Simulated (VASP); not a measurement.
FeSi (CsCl type), 2 atoms in the cell. Symmetry: Pm-3m, No. 221, cubic system. The conventional cell has a = 2.710 Å, b = 2.710 Å, c = 2.710 Å, α = 90.00°, β = 90.00°, γ = 90.00°. Fe (site symmetry m-3m) has 8 Si at 2.35 Å and 6 Fe at 2.71 Å within 3.1 Å. Si (site symmetry m-3m) has 8 Fe at 2.35 Å and 6 Si at 2.71 Å within 3.1 Å. 

- Program: VASP 6.6.1
- Task: relaxation of cell and atoms
- Functional: PBE
- Potentials or basis: VASP PAW PBE potentials, release 64 (Fe, Si)
- Cutoff: 600 eV
- k mesh: 15 × 15 × 15
- Occupations: fermi-dirac, width 0.05 eV
- Spin: collinear spin, ferromagnetic start
- Starting moments: [2.5, 0.0] μB
- Target pressure: 47 GPa
- Dipole correction: no
- Further INCAR settings: ALGO = Normal; EDIFF = 1e-07; IBRION = 2; EDIFFG = -0.005; NSW = 60; ISIF = 3

Potentials or basis: VASP PAW PBE potentials, release 64 (Fe, Si).

Launch:

```console
$ cat potpaw_PBE.64/Fe/POTCAR potpaw_PBE.64/Si/POTCAR > POTCAR
$ mpirun -np 1 vasp_std > vasp.out
```

Hardware: 1 thread of Intel(R) Xeon(R) Platinum 8488C (Sapphire Rapids), on a shared host.

How long does it take, and how much memory?

It took 110 s on 1 thread of Intel(R) Xeon(R) Platinum 8488C (Sapphire Rapids), with other jobs on the host, peak memory 0.2 GiB. Counts: scf iterations 51, k points 120, ion steps 5.
